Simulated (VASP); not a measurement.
# AlNi in VASP: notebook, part 2 of 2

VASP 6.6.1. The steps go on from the part before.

## 4. Single point, PBEsol, collinear spin, ferromagnetic start (equal xy, yz and zx shear strains of -3 %)

INCAR

```
  PREC = Accurate
  ENCUT = 520
  EDIFF = 1E-6
  ISMEAR = -1
  SIGMA = 0.05
  LREAL = False
  LASPH = True
  NELM = 150
  ALGO = Normal
  ISIF = 2
  LWAVE = False
  LCHARG = True
  ISPIN = 2
  MAGMOM = 0 1.5
  LORBIT = 11
  LMAXMIX = 4
  GGA = PS
  LELF = True
  LVHAR = True
  NBANDS = 18
```

KPOINTS

```
regular mesh
0
Gamma
  13 13 13
```

POSCAR

```
AlNi
1.0
    2.8810000000     -0.0432150000     -0.0432150000
   -0.0432150000      2.8810000000     -0.0432150000
   -0.0432150000     -0.0432150000      2.8810000000
Al Ni
1 1
Direct
    0.0000000000      0.0000000000      0.0000000000
    0.5000000000      0.5000000000      0.5000000000
```

Potentials or basis: VASP PAW PBE potentials, release 64 (Al, Ni).

The run is started by

```bash
> cat potpaw_PBE.64/Al/POTCAR potpaw_PBE.64/Ni/POTCAR > POTCAR
> mpirun -np 1 vasp_std > vasp.out
```

OUTCAR:

```text
PREC = Accurate
   ENCUT = 520
   EDIFF = 1E-6
   ISMEAR = -1
   LREAL = False
   LASPH = True
   NELM = 150
   ISIF = 2
   ISPIN = 2
   LORBIT = 11
   GGA = PS

 ion  position               nearest neighbor table
   1  0.000  0.000  0.000-   2 2.42   2 2.42   2 2.52   2 2.52   2 2.52   2 2.52   2 2.52   2 2.52

   2  0.500  0.500  0.500-   1 2.42   1 2.42   1 2.52   1 2.52   1 2.52   1 2.52   1 2.52   1 2.52

  LATTYP: Found a trigonal (rhomboedric) cell.
 ALAT       =     2.8816481521
 COS(alpha) =    -0.0297616073

  Lattice vectors:

 A1 = (   2.8810000000,  -0.0432150000,  -0.0432150000)
 A2 = (  -0.0432150000,   2.8810000000,  -0.0432150000)
 A3 = (  -0.0432150000,  -0.0432150000,   2.8810000000)

Analysis of symmetry for initial positions (statically):
=====================================================================
 Subroutine PRICEL returns:
 Original cell was already a primitive cell.

 Routine SETGRP: Setting up the symmetry group for a
 trigonal (rhombohedral) supercell.

 Subroutine GETGRP returns: Found 12 space group operations
 (whereof 12 operations were pure point group operations)
 out of a pool of 12 trial point group operations.

The static configuration has the point symmetry D_3d.

Analysis of symmetry for dynamics (positions and initial velocities):
=====================================================================
 Subroutine PRICEL returns:
 Original cell was already a primitive cell.

 Routine SETGRP: Setting up the symmetry group for a
 trigonal (rhombohedral) supercell.

 Subroutine GETGRP returns: Found 12 space group operations
 (whereof 12 operations were pure point group operations)
 out of a pool of 12 trial point group operations.

The dynamic configuration has the point symmetry D_3d.

Analysis of structural, dynamic, and magnetic symmetry:
=====================================================================
 Subroutine PRICEL returns:
 Original cell was already a primitive cell.

 Routine SETGRP: Setting up the symmetry group for a
 trigonal (rhombohedral) supercell.

 Subroutine GETGRP returns: Found 12 space group operations
 (whereof 12 operations were pure point group operations)
 out of a pool of 12 trial point group operations.

The overall configuration has the point symmetry D_3d.

 Subroutine INISYM returns: Found 12 space group operations
 (whereof 12 operations are pure point group operations),
 and found     1 'primitive' translations

----------------------------------------------------------------------------------------

                                     Primitive cell

  volume of cell :      23.8965

  direct lattice vectors                    reciprocal lattice vectors
     2.881000000 -0.043215000 -0.043215000     0.347260348  0.005288229  0.005288229
    -0.043215000  2.881000000 -0.043215000     0.005288229  0.347260348  0.005288229
    -0.043215000 -0.043215000  2.881000000     0.005288229  0.005288229  0.347260348

  length of vectors
     2.881648152  2.881648152  2.881648152     0.347340870  0.347340870  0.347340870

  position of ions in fractional coordinates (direct lattice)
     0.000000000  0.000000000  0.000000000
     0.500000000  0.500000000  0.500000000

  ion indices of the primitive-cell ions
   primitive index   ion index
                 1           1
                 2           2
[... 61 lines left out ...]
   NGXF,Y,Z  is equivalent  to a cutoff of  27.69, 27.69, 27.69 a.u.
 SYSTEM =  unknown system
   PREC   = accura    normal or accurate (medium, high low for compatibility)
   ISTART =      0    job   : 0-new  1-cont  2-samecut
   ICHARG =      2    charge: 1-file 2-atom 10-const
   ISPIN  =      2    spin polarized calculation?
   LNONCOLLINEAR =      F non collinear calculations
   LSORBIT =      F    spin-orbit coupling
   LASPH  =      T    aspherical Exc in radial PAW
   ENCUT  =  520.0 eV  38.22 Ry    6.18 a.u.   5.36  5.36  5.36*2*pi/ulx,y,z
   NELM   =    150;   NELMIN=  2; NELMDL= -5     # of ELM steps
   EDIFF  = 0.1E-05   stopping-criterion for ELM
   LREAL  =      F    real-space projection
   EDIFFG = 0.1E-04   stopping-criterion for IOM
   NSW    =      0    number of steps for IOM
   IBRION =     -1    ionic relax: 0-MD 1-quasi-New 2-CG
   NFREE  =      0    steps in history (QN), initial steepest desc. (CG)
   ISIF   =      2    stress and relaxation
   ISYM   =      2    0-nonsym 1-usesym 2-fastsym
   POTIM  = 0.5000    time-step for ionic-motion
   TEBEG  =    0.0;   TEEND  =   0.0 temperature during run
   PSTRESS=    0.0 pullay stress
   NELECT =      13.0000    total number of electrons
   NUPDOWN=      -1.0000    fix difference up-down
   EMIN   =  10.00;   EMAX   =-10.00  energy-range for DOS
   EFERMI =   0.00;   METHOD = LEGACY
   ISMEAR =    -1;   SIGMA  =   0.05  broadening in eV -4-tet -1-fermi 0-gaus
   EFERMI_NEDOS =   21; number of points for ismear=-14 and -15
   IALGO  =     38    algorithm
   IMIX   =      4    mixing-type and parameters
     AMIX     =   0.40;   BMIX     =  1.00
     AMIX_MAG =   1.60;   BMIX_MAG =  1.00
  volume/ion in A,a.u.               =      11.95        80.63
  Fermi-wavevector in a.u.,A,eV,Ry     =   1.336425  2.525478 24.300455  1.786033
  Thomas-Fermi vector in A             =   2.465053
   LORBIT       =     11    0 simple, 1 ext, 2 COOP (PROOUT), +10 PAW based schemes
   GGA     = PS    functional components
   LHFCALC =     F    Hartree Fock is set to
   AEXX    =    0.0000 exact exchange contribution
   IVDW    =     0    specifies the selected vdW correction
   LEPSILON=     F    determine dielectric tensor
   LRPA    =     F    only Hartree local field effects (RPA)
 spin polarized calculation
  energy-cutoff  :      520.00
  volume of cell :       23.90
 maximum number of plane-waves:       675
 NGX is ok and might be reduce to    24
   NGX = 11   NGY = 11   NGZ = 11

 number of electron      13.0000010 magnetization      -0.0000586

 number of electron      13.0000010 magnetization       0.0006196

 Free energy of the ion-electron system (eV)
  ---------------------------------------------------
  ext. energy  EPLUGINS =         0.00000000
  ---------------------------------------------------
  free energy    TOTEN  =       -11.56249689 eV

  energy without entropy =      -11.55762258  energy(sigma->0) =      -11.56005974

 E-fermi :   9.9089     XC(G=0): -12.1681

 val. band max:        9.8893654758   @ k =  -0.3846   0.2308   0.1538
 cond. band min:       9.9374576526   @ k =  -0.3077  -0.3846   0.1538
 fundamental gap:      0.0480921768
 Fermi energy:         9.9088905055

 spin component 1

 k-point     1 :       0.0000    0.0000    0.0000
  band No.  band energies     occupation
      1      -1.2291      1.00000
      2       6.6687      1.00000
      3       6.6687      1.00000
      4       8.2747      1.00000
      5       8.3965      1.00000
      6       8.3965      1.00000
[... 493 lines left out ...]
     17      32.8258      0.00000
     18      34.8247      0.00000

 [... further k-points ...]

 spin component 2

 k-point     1 :       0.0000    0.0000    0.0000
  band No.  band energies     occupation
      1      -1.2291      1.00000
      2       6.6692      1.00000
      3       6.6692      1.00000
      4       8.2751      1.00000
      5       8.3970      1.00000
      6       8.3970      1.00000
[... 493 lines left out ...]
     17      32.8258      0.00000
     18      34.8247      0.00000

 [... further k-points ...]
[... 5 lines left out ...]
  --------------------------------------------------------------------------------------
  -------------------------------------------------------------------------------------
  Total       -0.3988958     -0.3988958     -0.3988958      0.5979518      0.5979518      0.5979518
  in kB      -26.7446223    -26.7446223    -26.7446223     40.0906533     40.0906533     40.0906533
  external PRESSURE =     -26.7446223 kB  Pullay stress =       0.0000000 kB

 VOLUME and BASIS-vectors are now :
 -----------------------------------------------------------------------------
  energy-cutoff  :      520.00
  volume of cell :       23.90
      direct lattice vectors                 reciprocal lattice vectors
     2.881000000 -0.043215000 -0.043215000     0.347260348  0.005288229  0.005288229
    -0.043215000  2.881000000 -0.043215000     0.005288229  0.347260348  0.005288229
    -0.043215000 -0.043215000  2.881000000     0.005288229  0.005288229  0.347260348

 POSITION                                       TOTAL-FORCE (eV/Angst)
 -----------------------------------------------------------------------------------
      0.00000      0.00000      0.00000         0.000000      0.000000      0.000000
      1.39728      1.39728      1.39728        -0.000000     -0.000000     -0.000000
 -----------------------------------------------------------------------------------
    total drift:                                0.000000      0.000000     -0.000000

  FREE ENERGIE OF THE ION-ELECTRON SYSTEM (eV)
  ---------------------------------------------------
  free  energy   TOTEN  =       -11.5624968920 eV

  energy  without entropy=      -11.5576225799  energy(sigma->0) =      -11.56005974

 total charge

# of ion       s       p       d       tot
------------------------------------------
    1        0.384   0.413   0.000   0.797
    2        0.481   0.520   8.481   9.482
--------------------------------------------------
tot          0.865   0.934   8.481  10.279

 magnetization (x)

# of ion       s       p       d       tot
------------------------------------------
    1        0.000  -0.000   0.000  -0.000
    2       -0.000  -0.000   0.000   0.000
--------------------------------------------------
tot         -0.000  -0.000   0.000   0.000
```

stdout:

```text
POSCAR found type information on POSCAR AlNi
 POSCAR found :  2 types and       2 ions
 scaLAPACK will be used
 -----------------------------------------------------------------------------
|                                                                             |
|                                                                             |
|     You enforced a specific xc type in the INCAR file but a different       |
|     I HOPE YOU KNOW WHAT YOU ARE DOING!                                     |
|                                                                             |
 -----------------------------------------------------------------------------

 LDA part: xc-table for (Slater+PW92), standard interpolation
 POSCAR, INCAR and KPOINTS ok, starting setup
 FFT: planning ... GRIDC
 FFT: planning ... GRID_SOFT
 FFT: planning ... GRID
 WAVECAR not read
 entering main loop
```

Wall time 64 s (1 thread of Intel Xeon 6975P-C (Granite Rapids), shared host); peak memory 0.26 GiB.

What came out:

```
Free energy                                           : -11.5625 eV
Pressure                                              : -2.7 GPa
Net moment                                            : 0.00 μB per cell
Valence electrons inside the program's atomic spheres : Al 0.80; Ni 9.48
```

Levels at points of the mesh, in eV from the Fermi level:
Spin up:
| k point | band 2 | band 3 | band 4 | band 5 | band 6 | band 7 | band 8 | band 9 | band 10 | band 11 |
| --- | --- | --- | --- | --- | --- | --- | --- | --- | --- | --- |
| (0.00, 0.00, 0.00) | -3.24 | -3.24 | -1.63 | -1.51 | -1.51 | 5.31 | 5.62 | 5.62 | 8.16 | 8.16 |
Spin down:
```tsv
k point	band 4	band 5	band 6	band 7	band 8	band 9
(0.00, 0.00, 0.00)	-1.63	-1.51	-1.51	5.31	5.62	5.62
```

Caveat: the cell differs from its parent crystal (equal xy, yz and zx shear strains of -3 %); the starting moments collapsed, and a magnetic state may lie lower; the PAW data sets were made with another functional, which shifts forces and pressure a little.

## 5. Single point, PBEsol, collinear spin, ferromagnetic start (equal xy, yz and zx shear strains of -1 %)

INCAR

```
SYSTEM = AlNi
PREC = Accurate
ENCUT = 520
EDIFF = 1E-7
ISMEAR = -1
SIGMA = 0.05
LREAL = .FALSE.
LASPH = .TRUE.
NELM = 150
ALGO = Normal
ISIF = 2
LWAVE = .FALSE.
LCHARG = .FALSE.
ISPIN = 2
MAGMOM = 0 1.5
LORBIT = 11
LMAXMIX = 4
GGA = PS
NBANDS = 18
```

KPOINTS

```
regular mesh
0
G
  13 13 13
  0 0 0
```

POSCAR

```
AlNi
1.0
    2.8810000000     -0.0144050000     -0.0144050000
   -0.0144050000      2.8810000000     -0.0144050000
   -0.0144050000     -0.0144050000      2.8810000000
Al Ni
1 1
Direct
    0.0000000000      0.0000000000      0.0000000000
    0.5000000000      0.5000000000      0.5000000000
```

Potentials or basis: VASP PAW PBE potentials, release 64 (Al, Ni).

The run is started by

```bash
> cat potpaw_PBE.64/Al/POTCAR potpaw_PBE.64/Ni/POTCAR > POTCAR
> mpirun -np 1 vasp_std > vasp.out
```

OUTCAR:

```text
SYSTEM = AlNi
   PREC = Accurate
   ENCUT = 520
   EDIFF = 1E-7
   ISMEAR = -1
   LREAL = .FALSE.
   LASPH = .TRUE.
   NELM = 150
   ISIF = 2
   ISPIN = 2
   LORBIT = 11
   GGA = PS

 ion  position               nearest neighbor table
   1  0.000  0.000  0.000-   2 2.47   2 2.47   2 2.50   2 2.50   2 2.50   2 2.50   2 2.50   2 2.50

   2  0.500  0.500  0.500-   1 2.47   1 2.47   1 2.50   1 2.50   1 2.50   1 2.50   1 2.50   1 2.50

  LATTYP: Found a trigonal (rhomboedric) cell.
 ALAT       =     2.8810720241
 COS(alpha) =    -0.0099745013

  Lattice vectors:

[... 1226 lines left out ...]

 VOLUME and BASIS-vectors are now :
 -----------------------------------------------------------------------------
  energy-cutoff  :      520.00
  volume of cell :       23.91
      direct lattice vectors                 reciprocal lattice vectors
     2.881000000 -0.014405000 -0.014405000     0.347119144  0.001744317  0.001744317
    -0.014405000  2.881000000 -0.014405000     0.001744317  0.347119144  0.001744317
    -0.014405000 -0.014405000  2.881000000     0.001744317  0.001744317  0.347119144

 POSITION                                       TOTAL-FORCE (eV/Angst)
 -----------------------------------------------------------------------------------
      0.00000      0.00000      0.00000        -0.000000     -0.000000      0.000000
      1.42609      1.42609      1.42609         0.000000      0.000000      0.000000
 -----------------------------------------------------------------------------------
    total drift:                                0.000000      0.000000     -0.000000

  FREE ENERGIE OF THE ION-ELECTRON SYSTEM (eV)
  ---------------------------------------------------
  free  energy   TOTEN  =       -11.5859185332 eV

  energy  without entropy=      -11.5810214519  energy(sigma->0) =      -11.58346999

 total charge

# of ion       s       p       d       tot
------------------------------------------
    1        0.383   0.412   0.000   0.795
    2        0.480   0.520   8.478   9.478
--------------------------------------------------
tot          0.863   0.932   8.478  10.273

 magnetization (x)

# of ion       s       p       d       tot
------------------------------------------
    1       -0.000  -0.000   0.000  -0.000
    2        0.000   0.000   0.000   0.000
--------------------------------------------------
tot          0.000   0.000   0.000   0.000
```

Wall time 71 s (1 thread of Intel Xeon 6975P-C (Granite Rapids), shared host); peak memory 0.27 GiB.

Results:

- Free energy: -11.5859 eV
- Pressure: -3.1 GPa
- Net moment: 0.00 μB per cell
- Valence electrons inside the program's atomic spheres: Al 0.80; Ni 9.48

Stress tensor (GPa, compression positive):
```
-3.15  1.28  1.28
 1.28 -3.15  1.28
 1.28  1.28 -3.15
```

Caveat: the cell differs from its parent crystal (equal xy, yz and zx shear strains of -1 %); the starting moments collapsed, and a magnetic state may lie lower; the PAW data sets were made with another functional, which shifts forces and pressure a little.

## 6. Single point, PBEsol, collinear spin, ferromagnetic start (equal xy, yz and zx shear strains of +2 %)

INCAR

```
  ALGO = Normal
  EDIFF = 1E-6
  ENCUT = 520
  GGA = PS
  ISIF = 2
  ISMEAR = -1
  ISPIN = 2
  LASPH = True
  LCHARG = False
  LMAXMIX = 4
  LORBIT = 11
  LREAL = False
  LWAVE = False
  MAGMOM = 0 1.5
  NBANDS = 18
  NELM = 150
  PREC = Accurate
  SIGMA = 0.05
```

KPOINTS

```
k-points
0
Gamma
  13 13 13
```

POSCAR

```
AlNi
1.0
    2.8810000000      0.0288100000      0.0288100000
    0.0288100000      2.8810000000      0.0288100000
    0.0288100000      0.0288100000      2.8810000000
Al Ni
1 1
Direct
    0.0000000000      0.0000000000      0.0000000000
    0.5000000000      0.5000000000      0.5000000000
```

Potentials or basis: VASP PAW PBE potentials, release 64 (Al, Ni).

The run is started by

```bash
> cat potpaw_PBE.64/Al/POTCAR potpaw_PBE.64/Ni/POTCAR > POTCAR
> mpirun -np 1 vasp_std > vasp.out
```

Run time: 59 s. Hardware: 1 thread of Intel Xeon 6975P-C (Granite Rapids), shared host; peak memory 0.27 GiB.

The run converged. Its results:

```
Free energy                                           : -11.5781 eV
Pressure                                              : -3.0 GPa
Net moment                                            : 0.00 μB per cell
Valence electrons inside the program's atomic spheres : Al 0.80; Ni 9.48
```

Stress tensor (GPa, compression positive):
```
-3.01 -2.36 -2.36
-2.36 -3.01 -2.36
-2.36 -2.36 -3.01
```

Levels at points of the mesh, in eV from the Fermi level:
Spin up:
```csv
k point,band 2,band 3,band 4,band 5,band 6,band 7,band 8,band 9,band 10,band 11
"(0.00, 0.00, 0.00)",-3.23,-3.23,-1.56,-1.56,-1.49,5.45,5.45,5.65,8.17,8.17
```
Spin down:
```csv
k point,band 2,band 3,band 4,band 5,band 6,band 7,band 8,band 9,band 10,band 11
"(0.00, 0.00, 0.00)",-3.23,-3.23,-1.56,-1.56,-1.48,5.45,5.45,5.65,8.17,8.17
```

Caveat: the cell differs from its parent crystal (equal xy, yz and zx shear strains of +2 %); the starting moments collapsed, and a magnetic state may lie lower; the PAW data sets were made with another functional, which shifts forces and pressure a little.
